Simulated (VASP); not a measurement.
# Pt (Fm-3m) in VASP: notebook

Runs on Pt. Level: LDA. Tasks: single point, relaxation of cell and atoms.

All numbers are computed with VASP 6.6.1; they aren't measurements. Logs are shortened: lines on timing, memory, paths and dates and some standing lists are left out, and cuts for length are marked.

## (1) The cell of the first run

Symmetry: Fm-3m, No. 225, cubic system. The conventional cell has a = 3.891 Å, b = 3.891 Å, c = 3.891 Å, α = 90.00°, β = 90.00°, γ = 90.00°. Within 3.6 Å of Pt (site symmetry m-3m) lie 12 Pt at 2.75 Å.

## (2) Single point, LDA

INCAR reads:

```
PREC = Accurate
ENCUT = 520
EDIFF = 1E-7
ISMEAR = 0
SIGMA = 0.1
LREAL = False
LASPH = True
NELM = 80
ALGO = Normal
ISIF = 2
LWAVE = False
LCHARG = False
GGA = CA
NBANDS = 11
```

KPOINTS reads:

```
Automatic mesh
0
Gamma
  8 8 8
```

POSCAR reads:

```
Pt
1.0
    0.0000000000      1.9456504822      1.9456504822
    1.9456504822      0.0000000000      1.9456504822
    1.9456504822      1.9456504822      0.0000000000
Pt
1
Direct
    0.0000000000      0.0000000000      0.0000000000
```

Potentials or basis: VASP PAW LDA potentials, release 64 (Pt).

Started as:

```bash
cat potpaw_LDA.64/Pt/POTCAR > POTCAR
mpirun -np 1 vasp_std > vasp.out
```

OUTCAR:

```text
PREC = Accurate
   ENCUT = 520
   EDIFF = 1E-7
   ISMEAR = 0
   LREAL = False
   LASPH = True
   NELM = 80
   ISIF = 2
   GGA = CA

 ion  position               nearest neighbor table
   1  0.000  0.000  0.000-

  LATTYP: Found a face centered cubic cell.
 ALAT       =     3.8913009644

  Lattice vectors:

 A1 = (   0.0000000000,   1.9456504822,   1.9456504822)
 A2 = (   1.9456504822,   0.0000000000,   1.9456504822)
 A3 = (   1.9456504822,   1.9456504822,   0.0000000000)

Analysis of symmetry for initial positions (statically):
=====================================================================
 Subroutine PRICEL returns:
 Original cell was already a primitive cell.

 Routine SETGRP: Setting up the symmetry group for a
 face centered cubic supercell.

 Subroutine GETGRP returns: Found 48 space group operations
 (whereof 48 operations were pure point group operations)
 out of a pool of 48 trial point group operations.

The static configuration has the point symmetry O_h .

Analysis of symmetry for dynamics (positions and initial velocities):
=====================================================================
 Subroutine PRICEL returns:
 Original cell was already a primitive cell.

 Routine SETGRP: Setting up the symmetry group for a
 face centered cubic supercell.

 Subroutine GETGRP returns: Found 48 space group operations
 (whereof 48 operations were pure point group operations)
 out of a pool of 48 trial point group operations.

The dynamic configuration has the point symmetry O_h .

 Subroutine INISYM returns: Found 48 space group operations
 (whereof 48 operations are pure point group operations),
 and found     1 'primitive' translations

----------------------------------------------------------------------------------------

                                     Primitive cell

  volume of cell :      14.7307

  direct lattice vectors                    reciprocal lattice vectors
     0.000000000  1.945650482  1.945650482    -0.256983464  0.256983464  0.256983464
     1.945650482  0.000000000  1.945650482     0.256983464 -0.256983464  0.256983464
     1.945650482  1.945650482  0.000000000     0.256983464  0.256983464 -0.256983464

  length of vectors
     2.751565300  2.751565300  2.751565300     0.445108416  0.445108416  0.445108416

  position of ions in fractional coordinates (direct lattice)
     0.000000000  0.000000000  0.000000000

  ion indices of the primitive-cell ions
   primitive index   ion index
                 1           1

----------------------------------------------------------------------------------------

 KPOINTS: Automatic mesh

Automatic generation of k-mesh.
 Grid dimensions read from file:
 generate k-points for:    8    8    8

 Generating k-lattice:

  Cartesian coordinates                     Fractional coordinates (reciprocal lattice)
    -0.032122933  0.032122933  0.032122933     0.125000000  0.000000000  0.000000000
     0.032122933 -0.032122933  0.032122933     0.000000000  0.125000000  0.000000000
     0.032122933  0.032122933 -0.032122933     0.000000000  0.000000000  0.125000000

  Length of vectors
     0.055638552  0.055638552  0.055638552

  Shift w.r.t. Gamma in fractional coordinates (k-lattice)
     0.000000000  0.000000000  0.000000000

 Subroutine IBZKPT returns following result:
 ===========================================

 Found     29 irreducible k-points:

 Following reciprocal coordinates:
            Coordinates               Weight
  0.000000  0.000000  0.000000      1.000000
  0.125000  0.000000  0.000000      8.000000
  0.250000  0.000000  0.000000      8.000000
  0.375000  0.000000  0.000000      8.000000
  0.500000  0.000000  0.000000      4.000000
  0.125000  0.125000  0.000000      6.000000
[... 16 lines left out ...]
  0.500000  0.250000  0.125000     48.000000
 -0.375000  0.250000  0.125000     24.000000
 [... further k-points ...]
   k-points           NKPTS =     29   k-points in BZ     NKDIM =     29   number of bands    NBANDS=     11
   number of dos      NEDOS =    301   number of ions     NIONS =      1
   total plane-waves  NPLWV =   8000
   dimension x,y,z NGX =    20 NGY =   20 NGZ =   20
   dimension x,y,z NGXF=    40 NGYF=   40 NGZF=   40
   ions per type =               1
   NGX,Y,Z   is equivalent  to a cutoff of  12.08, 12.08, 12.08 a.u.
   NGXF,Y,Z  is equivalent  to a cutoff of  24.17, 24.17, 24.17 a.u.
 SYSTEM =  unknown system
   PREC   = accura    normal or accurate (medium, high low for compatibility)
   ISTART =      0    job   : 0-new  1-cont  2-samecut
   ICHARG =      2    charge: 1-file 2-atom 10-const
   ISPIN  =      1    spin polarized calculation?
   LNONCOLLINEAR =      F non collinear calculations
   LSORBIT =      F    spin-orbit coupling
   LASPH  =      T    aspherical Exc in radial PAW
   ENCUT  =  520.0 eV  38.22 Ry    6.18 a.u.   5.12  5.12  5.12*2*pi/ulx,y,z
   NELM   =     80;   NELMIN=  2; NELMDL= -5     # of ELM steps
   EDIFF  = 0.1E-06   stopping-criterion for ELM
   LREAL  =      F    real-space projection
   EDIFFG = 0.1E-05   stopping-criterion for IOM
   NSW    =      0    number of steps for IOM
   IBRION =     -1    ionic relax: 0-MD 1-quasi-New 2-CG
   NFREE  =      0    steps in history (QN), initial steepest desc. (CG)
   ISIF   =      2    stress and relaxation
   ISYM   =      2    0-nonsym 1-usesym 2-fastsym
   POTIM  = 0.5000    time-step for ionic-motion
   TEBEG  =    0.0;   TEEND  =   0.0 temperature during run
   PSTRESS=    0.0 pullay stress
   NELECT =      10.0000    total number of electrons
   NUPDOWN=      -1.0000    fix difference up-down
   EMIN   =  10.00;   EMAX   =-10.00  energy-range for DOS
   EFERMI =   0.00;   METHOD = LEGACY
   ISMEAR =     0;   SIGMA  =   0.10  broadening in eV -4-tet -1-fermi 0-gaus
   EFERMI_NEDOS =   21; number of points for ismear=-14 and -15
   IALGO  =     38    algorithm
   IMIX   =      4    mixing-type and parameters
     AMIX     =   0.40;   BMIX     =  1.00
     AMIX_MAG =   1.60;   BMIX_MAG =  1.00
  volume/ion in A,a.u.               =      14.73        99.41
  Fermi-wavevector in a.u.,A,eV,Ry     =   1.438799  2.718935 28.165984  2.070141
  Thomas-Fermi vector in A             =   2.557725
   LORBIT       =      0    0 simple, 1 ext, 2 COOP (PROOUT), +10 PAW based schemes
   GGA     = CA    functional components
   LHFCALC =     F    Hartree Fock is set to
   AEXX    =    0.0000 exact exchange contribution
   IVDW    =     0    specifies the selected vdW correction
   LEPSILON=     F    determine dielectric tensor
   LRPA    =     F    only Hartree local field effects (RPA)
 non-spin polarized calculation
 Gauss-broadening in eV      SIGMA  =   0.10
  energy-cutoff  :      520.00
  volume of cell :       14.73
 maximum number of plane-waves:       415
   NGX = 11   NGY = 11   NGZ = 11

 number of electron      10.0000000 magnetization

 Free energy of the ion-electron system (eV)
  ---------------------------------------------------
  ext. energy  EPLUGINS =         0.00000000
  ---------------------------------------------------
  free energy    TOTEN  =        -7.49784313 eV

  energy without entropy =       -7.48922613  energy(sigma->0) =       -7.49353463

 E-fermi :  11.5402     XC(G=0): -13.8292

 val. band max:       11.3831592494   @ k =  -0.3750   0.3750   0.0000
 cond. band min:      11.5408479284   @ k =  -0.2500   0.1250   0.0000
 fundamental gap:      0.1576886790
 Fermi energy:        11.5401724303

 k-point     1 :       0.0000    0.0000    0.0000
  band No.  band energies     occupation
      1       1.0933      2.00000
      2       7.6106      2.00000
      3       7.6106      2.00000
      4       7.6106      2.00000
      5       9.8828      2.00000
      6       9.8828      2.00000
      7      26.1609      0.00000
      8      31.2137      0.00000
      9      31.2137      0.00000
     10      31.2137      0.00000
     11      36.7621      0.00000

 k-point     2 :       0.1250    0.0000    0.0000
  band No.  band energies     occupation
      1       1.7184      2.00000
      2       7.3588      2.00000
      3       7.8387      2.00000
      4       7.8387      2.00000
      5       9.7750      2.00000
      6       9.7750      2.00000
      7      27.0984      0.00000
      8      28.7824      0.00000
      9      32.1975      0.00000
     10      32.1975      0.00000
     11      38.1799      0.00000

 k-point     3 :       0.2500    0.0000    0.0000
  band No.  band energies     occupation
      1       3.1726      2.00000
      2       7.2585      2.00000
      3       8.0039      2.00000
      4       8.0039      2.00000
      5      10.0566      2.00000
      6      10.0566      2.00000
      7      25.0186      0.00000
      8      28.0240      0.00000
      9      34.4662      0.00000
     10      34.4662      0.00000
     11      35.2847      0.00000

 k-point     4 :       0.3750    0.0000    0.0000
  band No.  band energies     occupation
      1       3.9452      2.00000
      2       7.7174      2.00000
      3       7.7174      2.00000
      4       8.9810      2.00000
      5      11.0562      2.00000
      6      11.0562      2.00000
      7      20.5479      0.00000
      8      26.4673      0.00000
      9      32.1381      0.00000
     10      32.1381      0.00000
     11      38.2585      0.00000
[... 239 lines left out ...]
 k-point    22 :       0.3750    0.2500    0.1250
  band No.  band energies     occupation
      1       4.4815      2.00000
      2       6.2443      2.00000
      3       7.6030      2.00000
      4       9.3374      2.00000
      5       9.4449      2.00000
      6      11.5941      0.44531
      7      25.2690      0.00000
      8      27.5859      0.00000
      9      29.6888      0.00000
     10      31.8920      0.00000
     11      36.2152      0.00000

 k-point    23 :       0.5000    0.2500    0.1250
  band No.  band energies     occupation
      1       5.2828      2.00000
      2       6.7752      2.00000
      3       7.0705      2.00000
      4       9.0437      2.00000
      5      10.7949      2.00000
      6      13.5634      0.00000
      7      21.0090      0.00000
      8      26.1893      0.00000
      9      27.9524      0.00000
     10      32.2522      0.00000
     11      36.0562      0.00000

 k-point    24 :      -0.3750    0.2500    0.1250
  band No.  band energies     occupation
      1       5.2956      2.00000
      2       6.5566      2.00000
      3       7.9803      2.00000
      4       8.7689      2.00000
      5      11.3701      1.98383
      6      16.0864      0.00000
      7      17.2301      0.00000
      8      26.5260      0.00000
      9      26.8247      0.00000
     10      30.8462      0.00000
     11      38.0368      0.00000

 [... further k-points ...]
[... 5 lines left out ...]
  --------------------------------------------------------------------------------------
  -------------------------------------------------------------------------------------
  Total        0.0664002      0.0664002      0.0664002      0.0000000     -0.0000000      0.0000000
  in kB        7.2219634      7.2219634      7.2219634      0.0000000     -0.0000000      0.0000000
  external PRESSURE =       7.2219634 kB  Pullay stress =       0.0000000 kB

 VOLUME and BASIS-vectors are now :
 -----------------------------------------------------------------------------
  energy-cutoff  :      520.00
  volume of cell :       14.73
      direct lattice vectors                 reciprocal lattice vectors
     0.000000000  1.945650482  1.945650482    -0.256983464  0.256983464  0.256983464
     1.945650482  0.000000000  1.945650482     0.256983464 -0.256983464  0.256983464
     1.945650482  1.945650482  0.000000000     0.256983464  0.256983464 -0.256983464

 POSITION                                       TOTAL-FORCE (eV/Angst)
 -----------------------------------------------------------------------------------
      0.00000      0.00000      0.00000         0.000000      0.000000      0.000000
 -----------------------------------------------------------------------------------
    total drift:                               -0.000000     -0.000000     -0.000000

  FREE ENERGIE OF THE ION-ELECTRON SYSTEM (eV)
  ---------------------------------------------------
  free  energy   TOTEN  =        -7.4978431349 eV

  energy  without entropy=       -7.4892261319  energy(sigma->0) =       -7.49353463
```

It took 2.7 s on 1 thread of AMD EPYC 9R45 (Zen 5), shared host; peak memory 0.09 GiB.

Results:

```yaml
Free_energy: -7.4978 eV
Pressure: 0.7 GPa
Band_gap_on_the_k_mesh: zero (band 5 reaches 12.09 eV, above the bottom of band 6 at 9.78 eV)
```

Levels at points of the mesh, in eV from the Fermi level:
```tsv
k point	band 3	band 4	band 5	band 6	band 7	band 8
(0.00, 0.00, 0.00)	-3.93	-3.93	-1.66	-1.66	14.62	19.67
(0.50, 0.00, 0.00)	-3.99	-0.51	0.08	0.08	6.05	14.20
(0.50, 0.50, 0.00)	0.06	0.54	0.54	1.78	9.17	11.48
```

Caveat: spin-orbit coupling is left out, which moves the levels of the heavy elements.

## (3) Single point, LDA

INCAR reads:

```
SYSTEM = Pt
ALGO = Normal ; EDIFF = 1E-6
ENCUT = 520 ; GGA = CA
ISIF = 2 ; ISMEAR = 0
LASPH = .TRUE. ; LCHARG = .TRUE.
LELF = .TRUE. ; LREAL = .FALSE.
LVHAR = .TRUE. ; LWAVE = .FALSE.
NBANDS = 11 ; NELM = 60
PREC = Accurate ; SIGMA = 0.1
```

KPOINTS reads:

```
k-points
0
G
  16 16 16
  0 0 0
```

POSCAR reads:

```
Pt
1.0
    0.0000000000      1.9467426884      1.9467426884
    1.9467426884      0.0000000000      1.9467426884
    1.9467426884      1.9467426884      0.0000000000
Pt
1
Direct
    0.0000000000      0.0000000000      0.0000000000
```

Potentials or basis: VASP PAW LDA potentials, release 64 (Pt).

Started as:

```bash
cat potpaw_LDA.64/Pt/POTCAR > POTCAR
mpirun -np 1 vasp_std > vasp.out
```

It took 11 s on 1 thread of AMD EPYC 9R45 (Zen 5), shared host; peak memory 0.1 GiB.

Results (log left out):

```
Free energy            : -7.5089 eV
Pressure               : 0.8 GPa
Band gap on the k mesh : zero (band 5 reaches 12.08 eV, above the bottom of band 6 at 9.77 eV)
```

Levels at points of the mesh, in eV from the Fermi level:
| k point | band 3 | band 4 | band 5 | band 6 | band 7 | band 8 |
| --- | --- | --- | --- | --- | --- | --- |
| (0.00, 0.00, 0.00) | -3.94 | -3.94 | -1.67 | -1.67 | 14.58 | 19.62 |
| (0.50, 0.00, 0.00) | -3.99 | -0.55 | 0.07 | 0.07 | 6.02 | 14.15 |
| (0.50, 0.50, 0.00) | 0.05 | 0.53 | 0.53 | 1.74 | 9.13 | 11.43 |

Caveat: spin-orbit coupling is left out, which moves the levels of the heavy elements.

## (4) Relaxation of cell and atoms, LDA

INCAR reads:

```
  ALGO = Normal
  EDIFF = 1E-7
  EDIFFG = -0.002
  ENCUT = 600
  IBRION = 2
  ISIF = 3
  ISMEAR = 0
  LASPH = T
  LCHARG = F
  LREAL = F
  LWAVE = F
  NELM = 60
  NSW = 100
  PREC = Accurate
  SIGMA = 0.1
```

KPOINTS reads:

```
k-points
0
Gamma
  16 16 16
```

POSCAR reads:

```
Pt
1.0
    0.0000000000      1.9456504822      1.9456504822
    1.9456504822      0.0000000000      1.9456504822
    1.9456504822      1.9456504822      0.0000000000
Pt
1
Direct
    0.0000000000      0.0000000000      0.0000000000
```

Started as:

```bash
cat potpaw_LDA.64/Pt/POTCAR > POTCAR
mpirun -np 1 vasp_std > vasp.out
```

It took 26 s on 1 thread of AMD EPYC 9R45 (Zen 5), shared host; peak memory 0.12 GiB.

Results (log left out):

```
Free energy                            : -7.5090 eV
Relaxed volume                         : 14.80 Å³/atom
Relaxed cell                           : a = 2.756 Å, b = 2.756 Å, c = 2.756 Å, α = 60.00°, β = 60.00°, γ = 60.00°
Space group after relaxing (to 0.05 Å) : Fm-3m (No. 225)
Energy gained by relaxing              : 0.3 meV/atom
Ionic steps                            : 3
Pressure after relaxing                : 0.0 GPa
Band gap on the k mesh                 : zero (band 5 reaches 12.02 eV, above the bottom of band 6 at 9.73 eV)
```

The path:
| step | energy change (eV) | largest force (eV/Å) | pressure (GPa) | volume (Å³) |
| --- | --- | --- | --- | --- |
| 1 | 0.0000 | 0.0000 | 1.40 | 14.73 |
| 2 | 0.0025 | 0.0000 | -4.17 | 15.01 |
| 3 | -0.0003 | 0.0000 | -0.01 | 14.80 |

Final structure:
```
CELL_PARAMETERS angstrom
0.00000 1.94858 1.94858
1.94858 0.00000 1.94858
1.94858 1.94858 0.00000
ATOMIC_POSITIONS crystal
Pt 0.00000 0.00000 0.00000
```

Levels at points of the mesh, in eV from the Fermi level:
| k point | band 1 | band 2 | band 3 | band 4 | band 5 | band 6 | band 7 | band 8 | band 9 |
| --- | --- | --- | --- | --- | --- | --- | --- | --- | --- |
| (0.00, 0.00, 0.00) | -10.44 | -3.92 | -3.92 | -3.92 | -1.66 | -1.66 | 14.59 | 19.62 | 19.62 |
| (0.50, 0.00, 0.00) | -7.54 | -3.98 | -3.98 | -0.54 | 0.07 | 0.07 | 5.99 | 14.16 | 19.04 |
| (0.50, 0.50, 0.00) | -7.29 | -6.84 | 0.05 | 0.53 | 0.53 | 1.75 | 9.10 | 11.42 | 11.42 |

Caveat: spin-orbit coupling is left out, which moves the levels of the heavy elements.

## (5) The runs side by side

```csv
task,cell,k mesh,cutoff (eV),gap on the mesh (eV),pressure (GPa)
single point,"a = 2.752 Å, angles 60.0°, 1 atom",8 × 8 × 8,520,none,0.7
single point,"a = 2.753 Å, angles 60.0°, 1 atom",16 × 16 × 16,520,none,0.8
relaxation of cell and atoms,"relaxed from a = 2.752 Å, angles 60.0°, 1 atom",16 × 16 × 16,600,none,0.0
```

Alike in all rows: level LDA; potentials or basis VASP PAW LDA potentials, release 64 (Pt); no spin polarisation; smearing gaussian 0.1 eV.

Caveats: spin-orbit coupling is left out, which moves the levels of the heavy elements.

Absolute energies hang on the potentials; compare differences alone.
